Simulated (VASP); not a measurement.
Write the native input for VASP 6.6.1 that does the following.

- Task: relaxation of cell and atoms
- Functional: PBE
- Potentials or basis: VASP PAW PBE potentials, release 64 (Pb_d, O)
- Cutoff: 600 eV
- k mesh: 6 × 6 × 6
- Occupations: gaussian, width 0.1 eV
- Spin: no spin polarisation
- Dipole correction: no
- Further INCAR settings: ALGO = Normal; EDIFF = 1e-07; IBRION = 2; EDIFFG = -0.05; NSW = 100; ISIF = 3

The structure of PbO2 lies in POSCAR:

```
PbO2
1.0
    0.0000000000      2.5612632673      2.5612632673
    2.5612632673      0.0000000000      2.5612632673
    2.5612632673      2.5612632673      0.0000000000
Pb O
1 2
Direct
    0.0000000000      0.0000000000      0.0000000000
    0.2500000000      0.2500000000      0.2500000000
    0.7500000000      0.7500000000      0.7500000000
```

One way to write it, as run:

INCAR

```
PREC     = Accurate       # precision mode
ENCUT    = 600            # plane-wave cutoff, eV
EDIFF    = 1E-7           # SCF threshold, eV
ISMEAR   = 0              # smearing method
SIGMA    = 0.1            # smearing width, eV
LREAL    = False          # projectors in reciprocal space
LASPH    = True           # aspherical terms in the spheres
NELM     = 100            # most SCF steps
ALGO     = Normal         # electronic algorithm
ISIF     = 3              # what is computed and relaxed
LWAVE    = False          # write WAVECAR
LCHARG   = False          # write CHGCAR
GGA      = PE             # functional
IBRION   = 2              # ionic algorithm
NSW      = 100            # ionic steps
EDIFFG   = -0.05          # ionic threshold
```

KPOINTS

```
regular mesh
0
Gamma
  6 6 6
```

Potentials or basis: VASP PAW PBE potentials, release 64 (Pb_d, O).

Run with:

```bash
$ cat potpaw_PBE.64/Pb_d/POTCAR potpaw_PBE.64/O/POTCAR > POTCAR
$ mpirun -np 1 vasp_std > vasp.out
```

Results of the run:

```
Relaxed volume                         : 13.21 Å³/atom
Relaxed cell                           : a = 3.827 Å, b = 3.827 Å, c = 3.827 Å, α = 60.00°, β = 60.00°, γ = 60.00°
Space group after relaxing (to 0.05 Å) : Fm-3m (No. 225)
Energy gained by relaxing              : 170.3 meV/atom
Ionic steps                            : 3
Pressure after relaxing                : -0.4 GPa
Band gap on the k mesh                 : zero (band 13 reaches 5.57 eV, above the bottom of band 14 at 4.39 eV)
```

Caveat: the volume moved by over 15 % at a fixed basis, so the end points are rough; spin-orbit coupling is left out, which moves the levels of the heavy elements; the volume moved by +18 % from the deposited cell, more than functionals usually miss.

Run time: 24 s on 1 thread of Intel Xeon 6975P-C, on a shared host, peak memory 0.18 GiB.
